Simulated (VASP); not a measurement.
Runs of VASP 6.6.1 on P. The structure is that of space group Pm-3m (No. 221), or close to it. The cells are those of the table. This isn't the form of P at room conditions, which is orthorhombic.

```tsv
cell	gap on the mesh (eV)	pressure (GPa)
a = 2.462, b = 2.462, c = 2.431 Å, 1 atom	none	(b)
a = 2.486, b = 2.486, c = 2.429 Å, 1 atom	none	-4.6
a = 2.510, b = 2.510, c = 2.393 Å, 1 atom	none	-4.5
a = 2.510, b = 2.510, c = 2.424 Å, 1 atom	none	(a)
a = 2.486, b = 2.486, c = 2.408 Å, 1 atom	none	-3.6
```

Alike in all rows: task single point; level r2SCAN; potentials or basis VASP PAW PBE potentials, release 64 (P); no spin polarisation; k mesh 22 × 22 × 22; cutoff (eV) 520; smearing gaussian 0.1 eV.

Question: Fill in the values left out.

Answer: (a) -6.0; (b) -2.7.

Caveats: the PAW data sets were made with another functional, which shifts forces and pressure a little; the cell stands under tension (at least some runs).

A gap of «none» marks levels without a gap at the run's occupations.
